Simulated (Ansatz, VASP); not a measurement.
# One calculation of SbP3, two programs

```
CELL_PARAMETERS angstrom
4.90276 0.00000 0.00000
-2.45138 4.24592 0.00000
0.00000 0.00000 4.72552
ATOMIC_POSITIONS crystal
Sb 0.33333 0.66667 0.25000
P 0.25000 0.36766 0.61345
P 0.11766 0.75000 0.61345
P 0.63234 0.88234 0.61345
```

Alike in both runs: task relaxation of cell and atoms; functional PBE; k mesh 6 × 6 × 4; occupations gaussian, width 0.1 eV; no spin polarisation.

|  | VASP | Ansatz |
| --- | --- | --- |
| version | VASP 6.6.1 | Ansatz 0.2.0 |
| potentials or method | VASP PAW PBE potentials, release 64 (Sb, P), cutoff 600 eV | scalar-relativistic, plane waves, PAW |
| valence electrons in the cell | 20 | 30 |

Ansatz gave:

* gap on the k mesh at the Fermi level, each at its own relaxed structure (eV): 2.36
* relaxed volume (Å³/atom): 42.79
* relaxed length of the cell vector where the two differ most in proportion (Å): 5.866

**Question.** Which values does VASP return?

**Answer.** gap on the k mesh at the Fermi level, each at its own relaxed structure (eV): 2.47; relaxed volume (Å³/atom): 45.66; relaxed length of the cell vector where the two differ most in proportion (Å): 6.040.

One of these differences is far larger than is usual between the two programs; its cause wasn't traced. VASP's potentials hold 20 valence electrons a cell and Ansatz's 30, so a difference there can come from the potentials and not from the codes.

Neither program's run includes spin-orbit coupling. Noted on VASP's run: the volume moved by over 15 % at a fixed basis, so the end points are rough.
